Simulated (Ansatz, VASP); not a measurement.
**One calculation of Ge, two programs**

INCAR

```
SYSTEM = Ge
ALGO = Normal ; EDIFF = 1E-6
ENCUT = 520 ; GGA = PS
ISIF = 2 ; ISMEAR = 0
LASPH = .TRUE. ; LCHARG = .FALSE.
LREAL = .FALSE. ; LWAVE = .FALSE.
NBANDS = 13 ; NELM = 100
PREC = Accurate ; SIGMA = 0.15
```

KPOINTS

```
k-points
0
G
  20 20 18
  0 0 0
```

Contents of POSCAR:

```
Ge
1.0
    1.3971490000     -2.6005160000      0.0000000000
    1.3971490000      2.6005160000      0.0000000000
    0.0000000000      0.0000000000      2.6307752250
Ge
1
Direct
    0.5000000000      0.5000000000      0.0000000000
```

Input for Ansatz:

```yaml
crystal:
  lattice:
    - [1.397149, -2.600516, 0.0]
    - [1.397149, 2.600516, 0.0]
    - [0.0, 0.0, 2.630775225]
  atoms:
    - { symbol: Ge, position: [0.5, 0.5, 0.0] }
basis:
  ecutwfc: 420
kpoints:
  mp_grid: { grid: [20, 20, 18] }
hamiltonian:
  xc: pbesol
scf:
  occupations: { method: gaussian, width: 0.15 }
output:
  forces: true
  stress: true
  eigenvalues: true
```

Change from the starting cell: strain +0.000 along x and y, -0.025 along z, atoms carried along.

Alike in both runs: task single point; functional PBEsol; k mesh 20 × 20 × 18; occupations gaussian, width 0.15 eV; no spin polarisation.

```csv
,VASP,Ansatz
version,VASP 6.6.1,Ansatz 0.2.0
potentials or method,"VASP PAW PBE potentials, release 64 (Ge_d), cutoff 520 eV","scalar-relativistic, plane waves, PAW"
valence electrons in the cell,14,14
```

|  | VASP | Ansatz | Ansatz less VASP |
| --- | --- | --- | --- |
| gap on the k mesh at the Fermi level (eV) | none | none | - |
| pressure (GPa) | -2.6 | -2.4 | +0.14 |
| traceless stress, the component that is largest in VASP (GPa) | 3.09 | 3.14 | +0.048 |

VASP's potentials were made for PBE, not for PBEsol. A gap of «none» marks a metal or a gap that the smearing closes.
